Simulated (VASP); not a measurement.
Fe, 1 atom in the cell. The structure is orthorhombic, space group Fmmm (No. 69). Conventional cell: a = 3.017 Å, b = 3.909 Å, c = 3.956 Å, α = 90.00°, β = 90.00°, γ = 90.00°. Fe (site symmetry mmm) has 14 Fe at 2.47 to 3.02 Å within 3.3 Å. 

- Program: VASP 6.6.1
- Task: electric field gradients
- Functional: PBE
- Potentials or basis: VASP PAW PBE potentials, release 64 (Fe)
- Cutoff: 520 eV
- k mesh: 16 × 16 × 16
- Occupations: fermi-dirac, width 0.05 eV
- Spin: collinear spin, ferromagnetic start
- Starting moments: [3.0] μB
- Dipole correction: no
- Further INCAR settings: ALGO = Normal; EDIFF = 1e-08; NBANDS = 14

Potentials or basis: VASP PAW PBE potentials, release 64 (Fe).

The run is started by

```sh
$ cat potpaw_PBE.64/Fe/POTCAR > POTCAR
$ mpirun -np 1 vasp_std > vasp.out
```

Hardware: 1 thread of Intel Xeon 8259CL (shared host).

**Question.** How long does it take, and how much memory?

**Answer.** Wall time 2.7 min on 1 thread of Intel Xeon 8259CL, on a shared host, peak memory 0.27 GiB. Counts: scf iterations 17, k points 621.
